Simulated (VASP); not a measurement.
# BN in VASP: further runs

The runs below take BN through single point, with PBE.

All numbers are computed with VASP 6.6.1; they aren't measurements. Logs are shortened: lines on timing, memory, paths and dates and some standing lists are left out, and cuts for length are marked.

### 1 The cell of the first run

The cell holds a sheet with vacuum, 2 atoms: a = 2.508 Å, b = 2.508 Å, c = 15.000 Å, α = 90.00°, β = 90.00°, γ = 119.81°.

### 2 Single point, PBE

Contents of INCAR:

```
SYSTEM = BN
ALGO = Normal
DIPOL = 0.5 0.5 0.500
EDIFF = 1E-6
ENCUT = 520
GGA = PE
IDIPOL = 3
ISIF = 2
ISMEAR = 0
LASPH = .True.
LCHARG = .False.
LDIPOL = .True.
LREAL = .False.
LWAVE = .False.
NBANDS = 11
NELM = 80
PREC = Accurate
SIGMA = 0.1
```

Contents of KPOINTS:

```
k-points
0
Gamma
  8 8 1
  0 0 0
```

Contents of POSCAR:

```
BN
1.0
    2.5080410000      0.0000000000      0.0000000000
   -1.2467110000      2.1762310000      0.0000000000
    0.0000000000      0.0000000000     15.0000000000
B N
1 1
Direct
    0.9787399900      0.9825959900      0.5016933300
    0.6760065300      0.3398855000      0.4983066700
```

Potentials or basis: VASP PAW PBE potentials, release 64 (B, N).

Command:

```console
cat potpaw_PBE.64/B/POTCAR potpaw_PBE.64/N/POTCAR > POTCAR
mpirun -np 1 vasp_std > vasp.out
```

OUTCAR:

```text
SYSTEM = BN
   EDIFF = 1E-6
   ENCUT = 520
   GGA = PE
   ISIF = 2
   ISMEAR = 0
   LASPH = .True.
   LREAL = .False.
   NELM = 80
   PREC = Accurate

 ion  position               nearest neighbor table
   1  0.979  0.983  0.502-   2 1.40   2 1.43   2 1.52
   2  0.676  0.340  0.498-   1 1.40   1 1.43   1 1.52

  LATTYP: Found a base centered orthorhombic cell.
 ALAT       =     2.5153398844
 B/A-ratio  =     1.7253462546
 C/A-ratio  =     5.9634087993

  Lattice vectors:

 A1 = (   2.5080410000,   0.0000000000,   0.0000000000)
 A2 = (  -1.2467110000,   2.1762310000,   0.0000000000)
 A3 = (   0.0000000000,   0.0000000000,  15.0000000000)

Analysis of symmetry for initial positions (statically):
=====================================================================
 Subroutine PRICEL returns:
 Original cell was already a primitive cell.

 Routine SETGRP: Setting up the symmetry group for a
 base centered orthorhombic supercell.

 Subroutine GETGRP returns: Found  1 space group operations
 (whereof  1 operations were pure point group operations)
 out of a pool of  8 trial point group operations.

The static configuration has the point symmetry C_1 .

Analysis of symmetry for dynamics (positions and initial velocities):
=====================================================================
 Subroutine PRICEL returns:
 Original cell was already a primitive cell.

 Routine SETGRP: Setting up the symmetry group for a
 base centered orthorhombic supercell.

 Subroutine GETGRP returns: Found  1 space group operations
 (whereof  1 operations were pure point group operations)
 out of a pool of  8 trial point group operations.

The dynamic configuration has the point symmetry C_1 .

 Subroutine INISYM returns: Found  1 space group operations
 (whereof  1 operations are pure point group operations),
 and found     1 'primitive' translations

----------------------------------------------------------------------------------------

                                     Primitive cell

  volume of cell :      81.8711

  direct lattice vectors                    reciprocal lattice vectors
     2.508041000  0.000000000  0.000000000     0.398717565  0.228415813  0.000000000
    -1.246711000  2.176231000  0.000000000     0.000000000  0.459510043  0.000000000
     0.000000000  0.000000000 15.000000000     0.000000000  0.000000000  0.066666667

  length of vectors
     2.508041000  2.508041005 15.000000000     0.459510044  0.459510043  0.066666667

  position of ions in fractional coordinates (direct lattice)
     0.978739990  0.982595990  0.501693330
     0.676006530  0.339885500  0.498306670

[... 92 lines left out ...]
   EFERMI_NEDOS =   21; number of points for ismear=-14 and -15
   IALGO  =     38    algorithm
   IMIX   =      4    mixing-type and parameters
     AMIX     =   0.40;   BMIX     =  1.00
     AMIX_MAG =   1.60;   BMIX_MAG =  1.00
  volume/ion in A,a.u.               =      40.94       276.25
  Fermi-wavevector in a.u.,A,eV,Ry     =   0.754040  1.424929  7.735956  0.568577
  Thomas-Fermi vector in A             =   1.851617
   LORBIT       =      0    0 simple, 1 ext, 2 COOP (PROOUT), +10 PAW based schemes
   GGA     = PE    functional components
   LHFCALC =     F    Hartree Fock is set to
   AEXX    =    0.0000 exact exchange contribution
   IVDW    =     0    specifies the selected vdW correction
   LEPSILON=     F    determine dielectric tensor
   LRPA    =     F    only Hartree local field effects (RPA)
 non-spin polarized calculation
 Gauss-broadening in eV      SIGMA  =   0.10
  energy-cutoff  :      520.00
  volume of cell :       81.87
 maximum number of plane-waves:      2247
   NGX =  9   NGY =  9   NGZ = 55

 number of electron       8.0000000 magnetization

 dipolmoment           0.000000      0.000000     -0.012268 electrons x Angstroem

 Free energy of the ion-electron system (eV)
  ---------------------------------------------------
  ext. energy  EPLUGINS =         0.00000000
  ---------------------------------------------------
  free energy    TOTEN  =       -17.48642174 eV

  energy without entropy =      -17.48642174  energy(sigma->0) =      -17.48642174

 E-fermi :  -3.6485     XC(G=0):  -2.8077

 val. band max:       -4.1619432834   @ k =   0.2500   0.3750   0.0000
 cond. band min:       0.3610856576   @ k =   0.0000   0.5000   0.0000
 fundamental gap:      4.5230289410
 Fermi energy:        -3.6484828098

 k-point     1 :       0.0000    0.0000    0.0000
  band No.  band energies     occupation
      1     -21.6492      2.00000
      2      -9.2422      2.00000
      3      -6.1574      2.00000
      4      -4.5513      2.00000
      5       0.5925      0.00000
      6       1.7049      0.00000
      7       2.1382      0.00000
      8       4.0087      0.00000
      9       4.5867      0.00000
     10       6.3984      0.00000
     11       7.3544      0.00000
[... 309 lines left out ...]
 k-point    24 :       0.2500    0.3750    0.0000
  band No.  band energies     occupation
      1     -18.1871      2.00000
      2     -12.2924      2.00000
      3     -10.3502      2.00000
      4      -4.1619      2.00000
      5       0.5505      0.00000
      6       8.5619      0.00000
      7       8.7369      0.00000
      8       9.7560      0.00000
      9      10.6827      0.00000
     10      11.1041      0.00000
     11      11.3970      0.00000

 [... further k-points ...]

------------------------ aborting loop because EDIFF is reached ----------------------------------------

 vacuum level on the upper side and lower side of the slab       (xc-potential included)        -0.363         0.003

  FORCE on cell =-STRESS in cart. coord.  units (eV):
  Direction    XX          YY          ZZ          XY          YZ          ZX
  --------------------------------------------------------------------------------------
  -------------------------------------------------------------------------------------
  Total       -0.1657205      0.9366212     -0.0546960     -0.6190088      0.1066500      0.0825929
  in kB       -3.2430665     18.3292080     -1.0703734    -12.1136909      2.0870868      1.6163009
  external PRESSURE =       4.6719227 kB  Pullay stress =       0.0000000 kB

 VOLUME and BASIS-vectors are now :
 -----------------------------------------------------------------------------
  energy-cutoff  :      520.00
  volume of cell :       81.87
      direct lattice vectors                 reciprocal lattice vectors
     2.508041000  0.000000000  0.000000000     0.398717565  0.228415813  0.000000000
    -1.246711000  2.176231000  0.000000000     0.000000000  0.459510043  0.000000000
     0.000000000  0.000000000 15.000000000     0.000000000  0.000000000  0.066666667

 POSITION                                       TOTAL-FORCE (eV/Angst)
 -----------------------------------------------------------------------------------
      1.22971      2.13836      7.52540         1.625517      2.099141     -0.712629
      1.27171      0.73967      7.47460        -1.625517     -2.099141      0.712629
 -----------------------------------------------------------------------------------
    total drift:                               -0.000088      0.000039     -0.000110

  FREE ENERGIE OF THE ION-ELECTRON SYSTEM (eV)
  ---------------------------------------------------
  free  energy   TOTEN  =       -17.4864217411 eV

  energy  without entropy=      -17.4864217411  energy(sigma->0) =      -17.48642174

 vacuum level on the upper side and lower side of the slab         1.571         1.885
```

OSZICAR:

```text
N       E                     dE             d eps       ncg     rms          rms(c)
DAV:   1     0.549725291630E+02    0.54973E+02   -0.34514E+03   748   0.544E+02
DAV:   2    -0.138974867592E+02   -0.68870E+02   -0.60304E+02   967   0.134E+02
DAV:   3    -0.193681782634E+02   -0.54707E+01   -0.54554E+01  1029   0.474E+01
DAV:   4    -0.194344680537E+02   -0.66290E-01   -0.66275E-01  1031   0.579E+00
[... 10 lines left out ...]
DAV:  15    -0.174863082795E+02   -0.28694E-03   -0.39715E-05   897   0.250E-02    0.375E-03
DAV:  16    -0.174863820126E+02   -0.73733E-04   -0.46083E-06   958   0.954E-03    0.172E-03
DAV:  17    -0.174864147385E+02   -0.32726E-04   -0.19492E-06   879   0.549E-03    0.841E-04
DAV:  18    -0.174864208458E+02   -0.61073E-05   -0.16312E-07   874   0.204E-03    0.366E-04
DAV:  19    -0.174864217411E+02   -0.89527E-06   -0.30069E-08   825   0.820E-04
   1 F= -.17486422E+02 E0= -.17486422E+02  d E =-.628708E-14
```

Run time: 30 s. Hardware: 1 thread of AMD EPYC 7R13 (Zen 3), shared host; peak memory 0.17 GiB.

What came out:

* Free energy: -17.4864 eV
* Largest force: 2.749 eV/Å
* Band gap on the k mesh: 4.52 eV, indirect (least direct gap 4.71 eV)

Forces in eV/Å, atoms in the order of the input:
```
B    1.626  2.099 -0.713
N   -1.626 -2.099  0.713
```

### 3 Single point, PBE

This run uses another cell than the first one, of 65.31 Å³/atom, 1.595 times its volume.

Contents of INCAR:

```
PREC = Accurate
ENCUT = 520
EDIFF = 1E-6
ISMEAR = 0
SIGMA = 0.02
LREAL = False
LASPH = True
NELM = 100
ALGO = Normal
ISIF = 2
LWAVE = False
LCHARG = False
LDIPOL = True
IDIPOL = 3
DIPOL = 0.5 0.5 0.314
GGA = PE
NBANDS = 11
```

Contents of KPOINTS:

```
regular mesh
0
Gamma
  12 12 1
```

Contents of POSCAR:

```
BN
1.0
    2.5120558271     -0.0042267438      0.0000000000
   -1.2523737561      2.1776191482      0.0000000000
    0.0000000000      0.0000000000     23.9015998000
B N
1 1
Direct
    0.9940385442      0.9945737789      0.3137865274
    0.6607079758      0.3279077111      0.3137865274
```

Potentials or basis: VASP PAW PBE potentials, release 64 (B, N).

Command:

```console
cat potpaw_PBE.64/B/POTCAR potpaw_PBE.64/N/POTCAR > POTCAR
mpirun -np 1 vasp_std > vasp.out
```

Wall time 36 s (1 thread of AMD EPYC 7R13 (Zen 3), shared host); peak memory 0.21 GiB.

It converged, with:

```yaml
Free_energy: -17.6007 eV
Band_gap_on_the_k_mesh: 4.66 eV, direct
```

Levels at points of the mesh, in eV from the valence-band top:
```
           k point  band 1  band 2  band 3  band 4  band 5  band 6  band 7  band 8
(0.00, 0.00, 0.00)  -17.61   -5.20   -1.35   -1.35    4.69    5.59    5.89    6.45
(0.50, 0.00, 0.00)  -14.56   -8.85   -4.12   -0.90    4.78    9.66   12.44   12.88
```
